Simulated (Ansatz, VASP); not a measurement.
## TiRe: VASP beside Ansatz

```
Ti Re
1.0
     3.05435    0.00000    0.00000
     0.00000    3.05435    0.00000
     0.00000    0.00000    3.05435
Ti Re
1 1
Direct
  0.50000 0.50000 0.50000
  0.00000 0.00000 0.00000
```

Change from the starting cell: volume scaled by 0.94.

Alike in both runs: task single point; functional PBEsol; k mesh 13 × 13 × 13; occupations fermi-dirac, width 0.05 eV; no spin polarisation.

|  | VASP | Ansatz |
| --- | --- | --- |
| version | VASP 6.6.1 | Ansatz 0.2.0 |
| potentials or method | VASP PAW PBE potentials, release 64 (Ti_sv, Re), cutoff 520 eV | all-electron LAPW, scalar-relativistic |

```tsv
	VASP	Ansatz	Ansatz less VASP
pressure (GPa)	7.2	7.2	+0.03
```

VASP's potentials were made for PBE, not for PBEsol. Ansatz ran all-electron here, and VASP with PAW potentials.

Neither program's run includes spin-orbit coupling.
